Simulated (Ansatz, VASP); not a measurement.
# One calculation of Mg4H, two programs

Contents of INCAR:

```
PREC     = Accurate       # precision mode
ENCUT    = 520            # plane-wave cutoff, eV
EDIFF    = 1E-7           # SCF threshold, eV
ISMEAR   = 0              # smearing method
SIGMA    = 0.1            # smearing width, eV
LREAL    = F              # projectors in reciprocal space
LASPH    = T              # aspherical terms in the spheres
NELM     = 60             # most SCF steps
ALGO     = Normal         # electronic algorithm
ISIF     = 2              # what is computed and relaxed
LWAVE    = F              # write WAVECAR
LCHARG   = T              # write CHGCAR
LDIPOL   = T            
IDIPOL   = 3            
DIPOL    = 0.5 0.5 0.297
GGA      = PE             # functional
LELF     = T              # ELF
LVHAR    = T            
LVACPOTAV= T            
NBANDS   = 20             # bands
```

File KPOINTS:

```
regular mesh
0
Gamma
  4 5 1
```

The input POSCAR:

```
Mg4H
1.0
    6.4201385733      0.0000000000      0.0000000000
    0.0000000000      5.1379129567      0.0000000000
    0.0000000000      0.0000000000     21.6644777330
Mg H
8 2
Direct
    0.0000000000      0.7500000000      0.1846340378
    0.5000000000      0.7500000000      0.1846340378
    0.2500000000      0.2500000000      0.2274076137
    0.7500000000      0.2500000000      0.2274076137
    0.2500000000      0.7500000000      0.3173234500
    0.7500000000      0.7500000000      0.3173234500
    0.0000000000      0.2500000000      0.3537808678
    0.5000000000      0.2500000000      0.3537808678
    0.5759383365      0.0833333333      0.4040936431
    0.9240616635      0.0833333333      0.4040936431
```

Input for Ansatz:

```yaml
crystal:
  lattice:
    - [6.4201385733, 0.0, 0.0]
    - [0.0, 5.1379129567, 0.0]
    - [0.0, 0.0, 21.664477733]
  atoms:
    - { symbol: Mg, position: [0.0, 0.75, 0.1846340378] }
    - { symbol: Mg, position: [0.5, 0.75, 0.1846340378] }
    - { symbol: Mg, position: [0.25, 0.25, 0.2274076137] }
    - { symbol: Mg, position: [0.75, 0.25, 0.2274076137] }
    - { symbol: Mg, position: [0.25, 0.75, 0.31732345] }
    - { symbol: Mg, position: [0.75, 0.75, 0.31732345] }
    - { symbol: Mg, position: [0.0, 0.25, 0.3537808678] }
    - { symbol: Mg, position: [0.5, 0.25, 0.3537808678] }
    - { symbol: H, position: [0.5759383365, 0.0833333333, 0.4040936431] }
    - { symbol: H, position: [0.9240616635, 0.0833333333, 0.4040936431] }
basis:
  ecutwfc: 420
kpoints:
  mp_grid: { grid: [4, 5, 1] }
hamiltonian:
  xc: pbe
scf:
  occupations: { method: gaussian, width: 0.1 }
output:
  forces: true
  eigenvalues: true
efield:
  axis: 3
  dipole_correction: true
  ramp_width: 0.04
```

Alike in both runs: task single point; functional PBE; k mesh 4 × 5 × 1; occupations gaussian, width 0.1 eV; no spin polarisation.

|  | VASP | Ansatz |
| --- | --- | --- |
| version | VASP 6.6.1 | Ansatz 0.2.0 |
| potentials or method | VASP PAW PBE potentials, release 64 (Mg, H), cutoff 520 eV | scalar-relativistic, plane waves, PAW |
| valence electrons in the cell | 18 | 82 |

|  | VASP | Ansatz | Ansatz less VASP |
| --- | --- | --- | --- |
| gap on the k mesh at the Fermi level (eV) | none | none | - |
| rms of the force components (eV/Å) | 1.374 | 1.356 | -0.0178 |
| work function, face that differs most (eV) | 4.85 | 4.84 | -0.007 |

Atom by atom the forces differ by 0.018 eV/Å (rms over components). A gap of «none» marks a metal or a gap that the smearing closes. VASP's potentials hold 18 valence electrons a cell and Ansatz's 82, so a difference there can come from the potentials and not from the codes.
